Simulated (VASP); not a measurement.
# O (P4/mmm) in VASP: further runs

Aim: see how the results for O move with the level of theory and the settings. Levels: PBEsol, LDA, r2SCAN. Tasks: single point.

Everything below comes from runs of VASP 6.6.1. Logs are shortened: lines on timing, memory, paths and dates and some standing lists are left out, and cuts for length are marked.

**1. The cell of the first run**

The structure is tetragonal, space group P4/mmm (No. 123). The conventional cell has a = 1.776 Å, b = 1.776 Å, c = 3.053 Å, α = 90.00°, β = 90.00°, γ = 90.00°. Within 2.4 Å of O (site symmetry 4/mmm) lie 4 O at 1.78 Å.

**2. Single point, PBEsol**

INCAR

```
PREC = Accurate
ENCUT = 520
EDIFF = 1E-7
ISMEAR = 1
SIGMA = 0.1
LREAL = F
LASPH = T
NELM = 60
ALGO = Normal
ISIF = 2
LWAVE = F
LCHARG = F
GGA = PS
NBANDS = 9
```

KPOINTS

```
Automatic mesh
0
Gamma
  16 16 9
```

POSCAR

```
O
1.0
    1.7755910000      0.0000000000      0.0000000000
    0.0000000000      1.7755910000      0.0000000000
    0.0000000000      0.0000000000      3.0530510000
O
1
Direct
    0.0000000000      0.0000000000      0.0000000000
```

Potentials or basis: VASP PAW PBE potentials, release 64 (O).

On the command line:

```sh
$ cat potpaw_PBE.64/O/POTCAR > POTCAR
$ mpirun -np 1 vasp_std > vasp.out
```

OUTCAR:

```text
PREC = Accurate
   ENCUT = 520
   EDIFF = 1E-7
   ISMEAR = 1
   LREAL = F
   LASPH = T
   NELM = 60
   ISIF = 2
   GGA = PS

 ion  position               nearest neighbor table
   1  0.000  0.000  0.000-

  LATTYP: Found a simple tetragonal cell.
 ALAT       =     1.7755910000
 C/A-ratio  =     1.7194562261

  Lattice vectors:

 A1 = (   1.7755910000,   0.0000000000,   0.0000000000)
 A2 = (   0.0000000000,   1.7755910000,   0.0000000000)
 A3 = (   0.0000000000,   0.0000000000,   3.0530510000)

Analysis of symmetry for initial positions (statically):
=====================================================================
 Subroutine PRICEL returns:
 Original cell was already a primitive cell.

 Routine SETGRP: Setting up the symmetry group for a
 simple tetragonal supercell.

 Subroutine GETGRP returns: Found 16 space group operations
 (whereof 16 operations were pure point group operations)
 out of a pool of 16 trial point group operations.

The static configuration has the point symmetry D_4h.

Analysis of symmetry for dynamics (positions and initial velocities):
=====================================================================
 Subroutine PRICEL returns:
 Original cell was already a primitive cell.

 Routine SETGRP: Setting up the symmetry group for a
 simple tetragonal supercell.

 Subroutine GETGRP returns: Found 16 space group operations
 (whereof 16 operations were pure point group operations)
 out of a pool of 16 trial point group operations.

The dynamic configuration has the point symmetry D_4h.

 Subroutine INISYM returns: Found 16 space group operations
 (whereof 16 operations are pure point group operations),
 and found     1 'primitive' translations

----------------------------------------------------------------------------------------

                                     Primitive cell

  volume of cell :       9.6254

  direct lattice vectors                    reciprocal lattice vectors
     1.775591000  0.000000000  0.000000000     0.563192762  0.000000000  0.000000000
     0.000000000  1.775591000  0.000000000     0.000000000  0.563192762  0.000000000
     0.000000000  0.000000000  3.053051000     0.000000000  0.000000000  0.327541204

  length of vectors
     1.775591000  1.775591000  3.053051000     0.563192762  0.563192762  0.327541204

  position of ions in fractional coordinates (direct lattice)
     0.000000000  0.000000000  0.000000000

  ion indices of the primitive-cell ions
   primitive index   ion index
                 1           1

----------------------------------------------------------------------------------------

 KPOINTS: Automatic mesh

Automatic generation of k-mesh.
 Grid dimensions read from file:
 generate k-points for:   16   16    9

 Generating k-lattice:

  Cartesian coordinates                     Fractional coordinates (reciprocal lattice)
     0.035199548  0.000000000  0.000000000     0.062500000  0.000000000  0.000000000
     0.000000000  0.035199548  0.000000000     0.000000000  0.062500000  0.000000000
     0.000000000  0.000000000  0.036393467     0.000000000  0.000000000  0.111111111

  Length of vectors
     0.035199548  0.035199548  0.036393467

  Shift w.r.t. Gamma in fractional coordinates (k-lattice)
     0.000000000  0.000000000  0.000000000

 Subroutine IBZKPT returns following result:
 ===========================================

 Found    225 irreducible k-points:

 Following reciprocal coordinates:
            Coordinates               Weight
  0.000000  0.000000  0.000000      1.000000
  0.062500  0.000000  0.000000      4.000000
  0.125000  0.000000  0.000000      4.000000
  0.187500  0.000000  0.000000      4.000000
  0.250000  0.000000  0.000000      4.000000
  0.312500  0.000000  0.000000      4.000000
[... 16 lines left out ...]
  0.437500  0.125000  0.000000      8.000000
  0.500000  0.125000  0.000000      4.000000
 [... further k-points ...]
   k-points           NKPTS =    225   k-points in BZ     NKDIM =    225   number of bands    NBANDS=      9
   number of dos      NEDOS =    301   number of ions     NIONS =      1
   total plane-waves  NPLWV =   4704
   dimension x,y,z NGX =    14 NGY =   14 NGZ =   24
   dimension x,y,z NGXF=    28 NGYF=   28 NGZF=   48
   ions per type =               1
   NGX,Y,Z   is equivalent  to a cutoff of  13.11, 13.11, 13.07 a.u.
   NGXF,Y,Z  is equivalent  to a cutoff of  26.22, 26.22, 26.14 a.u.
 SYSTEM =  unknown system
   PREC   = accura    normal or accurate (medium, high low for compatibility)
   ISTART =      0    job   : 0-new  1-cont  2-samecut
   ICHARG =      2    charge: 1-file 2-atom 10-const
   ISPIN  =      1    spin polarized calculation?
   LNONCOLLINEAR =      F non collinear calculations
   LSORBIT =      F    spin-orbit coupling
   LASPH  =      T    aspherical Exc in radial PAW
   ENCUT  =  520.0 eV  38.22 Ry    6.18 a.u.   3.30  3.30  5.68*2*pi/ulx,y,z
   NELM   =     60;   NELMIN=  2; NELMDL= -5     # of ELM steps
   EDIFF  = 0.1E-06   stopping-criterion for ELM
   LREAL  =      F    real-space projection
   EDIFFG = 0.1E-05   stopping-criterion for IOM
   NSW    =      0    number of steps for IOM
   IBRION =     -1    ionic relax: 0-MD 1-quasi-New 2-CG
   NFREE  =      0    steps in history (QN), initial steepest desc. (CG)
   ISIF   =      2    stress and relaxation
   ISYM   =      2    0-nonsym 1-usesym 2-fastsym
   POTIM  = 0.5000    time-step for ionic-motion
   TEBEG  =    0.0;   TEEND  =   0.0 temperature during run
   PSTRESS=    0.0 pullay stress
   NELECT =       6.0000    total number of electrons
   NUPDOWN=      -1.0000    fix difference up-down
   EMIN   =  10.00;   EMAX   =-10.00  energy-range for DOS
   EFERMI =   0.00;   METHOD = LEGACY
   ISMEAR =     1;   SIGMA  =   0.10  broadening in eV -4-tet -1-fermi 0-gaus
   EFERMI_NEDOS =   21; number of points for ismear=-14 and -15
   IALGO  =     38    algorithm
   IMIX   =      4    mixing-type and parameters
     AMIX     =   0.40;   BMIX     =  1.00
     AMIX_MAG =   1.60;   BMIX_MAG =  1.00
  volume/ion in A,a.u.               =       9.63        64.96
  Fermi-wavevector in a.u.,A,eV,Ry     =   1.398466  2.642718 26.609014  1.955707
  Thomas-Fermi vector in A             =   2.521621
   LORBIT       =      0    0 simple, 1 ext, 2 COOP (PROOUT), +10 PAW based schemes
   GGA     = PS    functional components
   LHFCALC =     F    Hartree Fock is set to
   AEXX    =    0.0000 exact exchange contribution
   IVDW    =     0    specifies the selected vdW correction
   LEPSILON=     F    determine dielectric tensor
   LRPA    =     F    only Hartree local field effects (RPA)
 non-spin polarized calculation
 Methfessel and Paxton  Order N= 1 SIGMA  =   0.10
  energy-cutoff  :      520.00
  volume of cell :        9.63
 maximum number of plane-waves:       277
 NGX is ok and might be reduce to    14
   NGX =  7   NGY =  7   NGZ = 11

 number of electron       6.0000005 magnetization

 Free energy of the ion-electron system (eV)
  ---------------------------------------------------
  ext. energy  EPLUGINS =         0.00000000
  ---------------------------------------------------
  free energy    TOTEN  =        -3.71555781 eV

  energy without entropy =       -3.71590720  energy(sigma->0) =       -3.71567427

 E-fermi :   0.5686     XC(G=0): -10.5752

 val. band max:        0.5562959302   @ k =   0.5000   0.3125   0.4444
 cond. band min:       0.5902383423   @ k =   0.1875   0.1250   0.0000
 fundamental gap:      0.0339424121
 Fermi energy:         0.5685931186

 k-point     1 :       0.0000    0.0000    0.0000
  band No.  band energies     occupation
      1     -22.3075      2.00000
      2      -4.0316      2.00000
      3       4.3224      0.00000
      4       4.3224      0.00000
      5       8.9541      0.00000
      6      28.4455      0.00000
      7      30.2563      0.00000
      8      34.5061      0.00000
      9      52.4536      0.00000

 k-point     2 :       0.0625    0.0000    0.0000
  band No.  band energies     occupation
      1     -22.1751      2.00000
      2      -3.9254      2.00000
      3       3.7924      0.00000
      4       4.3742      0.00000
      5       9.1318      0.00000
      6      28.3268      0.00000
      7      30.4196      0.00000
      8      34.8152      0.00000
      9      49.8017      0.00000

 k-point     3 :       0.1250    0.0000    0.0000
  band No.  band energies     occupation
      1     -21.7804      2.00000
      2      -3.6144      2.00000
      3       2.3512     -0.00000
      4       4.5239      0.00000
      5       9.6582      0.00000
      6      27.9387      0.00000
      7      30.7954      0.00000
      8      35.4711      0.00000
      9      46.3433      0.00000

 k-point     4 :       0.1875    0.0000    0.0000
  band No.  band energies     occupation
      1     -21.1340      2.00000
      2      -3.1241      2.00000
      3       0.3192      2.00238
      4       4.7527      0.00000
      5      10.5256      0.00000
      6      27.1918      0.00000
      7      31.0740      0.00000
      8      35.6267      0.00000
      9      43.8953      0.00000
[... 205 lines left out ...]
 k-point    22 :       0.3750    0.1250    0.0000
  band No.  band energies     occupation
      1     -17.5480      2.00000
      2      -6.0626      2.00000
      3      -0.8373      2.00000
      4       3.9861      0.00000
      5      15.7670      0.00000
      6      23.9450      0.00000
      7      25.7923      0.00000
      8      34.4836      0.00000
      9      39.0508      0.00000

 k-point    23 :       0.4375    0.1250    0.0000
  band No.  band energies     occupation
      1     -16.5343      2.00000
      2      -7.6789      2.00000
      3      -0.3909      2.00000
      4       4.2168      0.00000
      5      17.9051      0.00000
      6      23.0305      0.00000
      7      23.0594      0.00000
      8      34.3022      0.00000
      9      38.9069      0.00000

 k-point    24 :       0.5000    0.1250    0.0000
  band No.  band energies     occupation
      1     -16.0890      2.00000
      2      -8.3294      2.00000
      3      -0.2266      2.00000
      4       4.2995      0.00000
      5      20.0275      0.00000
      6      20.6801      0.00000
      7      22.7326      0.00000
      8      34.2370      0.00000
      9      38.8836      0.00000

 [... further k-points ...]
[... 5 lines left out ...]
  --------------------------------------------------------------------------------------
  -------------------------------------------------------------------------------------
  Total       -0.0858756     -0.0858756      0.0737062      0.0000000      0.0000000      0.0000000
  in kB      -14.2942238    -14.2942238     12.2685885      0.0000000      0.0000000      0.0000000
  external PRESSURE =      -5.4399530 kB  Pullay stress =       0.0000000 kB

 VOLUME and BASIS-vectors are now :
 -----------------------------------------------------------------------------
  energy-cutoff  :      520.00
  volume of cell :        9.63
      direct lattice vectors                 reciprocal lattice vectors
     1.775591000  0.000000000  0.000000000     0.563192762  0.000000000  0.000000000
     0.000000000  1.775591000  0.000000000     0.000000000  0.563192762  0.000000000
     0.000000000  0.000000000  3.053051000     0.000000000  0.000000000  0.327541204

 POSITION                                       TOTAL-FORCE (eV/Angst)
 -----------------------------------------------------------------------------------
      0.00000      0.00000      0.00000         0.000000      0.000000      0.000000
 -----------------------------------------------------------------------------------
    total drift:                               -0.000000      0.000000      0.000000

  FREE ENERGIE OF THE ION-ELECTRON SYSTEM (eV)
  ---------------------------------------------------
  free  energy   TOTEN  =        -3.7155578098 eV

  energy  without entropy=       -3.7159072043  energy(sigma->0) =       -3.71567427
```

Run time: 28 s. Hardware: 1 thread of AMD EPYC 7R13, shared host; peak memory 0.09 GiB.

What came out:

| Item | Value |
| --- | --- |
| Free energy | -3.7156 eV |
| Pressure | -0.5 GPa |
| Band gap on the k mesh | zero (band 3 reaches 4.34 eV, above the bottom of band 4 at -0.76 eV) |

Stress tensor (GPa, compression positive):
```
-1.43  0.00  0.00
 0.00 -1.43  0.00
 0.00  0.00  1.23
```

Caveat: the PAW data sets were made with another functional, which shifts forces and pressure a little.

(Continued in part 2 of 2.)
